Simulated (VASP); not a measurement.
Si:

```
Si
1.0
     3.81947   -0.00067    0.01404
    -1.91031    3.36177   -0.02139
     0.02321   -0.02741    6.43688
Si
4
Direct
  0.30982 0.64941 0.06650
  0.66646 0.33169 0.56514
  0.35308 0.68090 0.43255
  0.67064 0.33800 0.93581
```

| Property | Result |
| --- | --- |
| Program | VASP 6.6.1 |
| Task | relaxation of cell and atoms |
| Functional | PBE |
| Potentials or basis | VASP PAW PBE potentials, release 64 (Si) |
| Cutoff | 600 eV |
| k mesh | 6 × 6 × 4 |
| Occupations | gaussian, width 0.05 eV |
| Spin | no spin polarisation |

At the start: pressure -0.8 GPa; volume 20.66 Å³/atom.

Problem. Where does the relaxation end?

Solution. Over 16 steps the energy falls by 30.3 meV/atom and the volume is 20.44 Å³/atom (-1.1 %); space group Cm (No. 8, to 0.1 Å) before, P6_3/mmc (No. 194, to 0.1 Å).

The path:
```csv
step,energy change (eV),largest force (eV/Å),pressure (GPa),volume (Å³)
1,0.0000,1.3753,-0.75,82.64
2,-0.0950,0.5740,0.36,81.46
3,-0.1094,0.2330,-0.08,81.78
4,-0.1175,0.0909,0.14,81.61
5,-0.1178,0.1210,0.19,81.57
6,-0.1196,0.0585,-0.06,81.80
7,-0.1196,0.0582,-0.04,81.78
8,-0.1199,0.0389,0.00,81.75
9,-0.1199,0.0616,0.02,81.73
10,-0.1202,0.0477,0.02,81.73
11,-0.1203,0.0565,0.02,81.73
12,-0.1206,0.0418,0.00,81.75
13,-0.1210,0.0329,-0.06,81.80
14,-0.1212,0.0134,-0.01,81.76
15,-0.1213,0.0236,0.04,81.72
16,-0.1214,0.0094,0.01,81.75
```

Final structure:
```xyz
4
Lattice="3.8535 -0.0001 0.0005 -1.9270 3.3374 0.0001 0.0018 0.0010 6.3566" Properties=species:S:1:pos:R:3 pbc="T T T"
Si   -0.0027    2.2228    0.3990
Si    1.9305    1.1151    3.5776
Si    0.0033    2.2276    2.7798
Si    1.9256    1.1109    5.9579
```
